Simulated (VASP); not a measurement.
A run of VASP 6.6.1:

File INCAR:

```
PREC     = Accurate       # precision mode
ENCUT    = 520            # plane-wave cutoff, eV
EDIFF    = 1E-6           # SCF threshold, eV
ISMEAR   = 0              # smearing method
SIGMA    = 0.02           # smearing width, eV
LREAL    = F              # projectors in reciprocal space
LASPH    = T              # aspherical terms in the spheres
NELM     = 100            # most SCF steps
ALGO     = Normal         # electronic algorithm
ISIF     = 2              # what is computed and relaxed
LWAVE    = F              # write WAVECAR
LCHARG   = F              # write CHGCAR
GGA      = PE             # functional
NBANDS   = 26             # bands
```

KPOINTS

```
Automatic mesh
0
Gamma
  8 8 6
```

The input POSCAR:

```
InP
1.0
    2.8606982522      2.8606982522      0.0000000000
   -2.8606982522      2.8606982522      0.0000000000
    0.0000000000      0.0000000000      6.1028229381
In P
2 2
Direct
    0.0000000000      0.0000000000      0.0000000000
    0.5000000000      0.5000000000      0.5000000000
    0.5000000000      0.0000000000      0.7500000000
    0.0000000000      0.5000000000      0.2500000000
```

Potentials or basis: VASP PAW PBE potentials, release 64 (In_d, P).

Command:

```console
$ cat potpaw_PBE.64/In_d/POTCAR potpaw_PBE.64/P/POTCAR > POTCAR
$ mpirun -np 1 vasp_std > vasp.out
```

Hardware: 1 thread of AMD EPYC 9R45 96-Core Processor (Zen 5) (shared host).

Problem. How long does it take, and how much memory?

Solution. Wall time 74 s on 1 thread of AMD EPYC 9R45 96-Core Processor (Zen 5) (shared host), peak memory 0.24 GiB. Counts: scf iterations 13, k points 60.
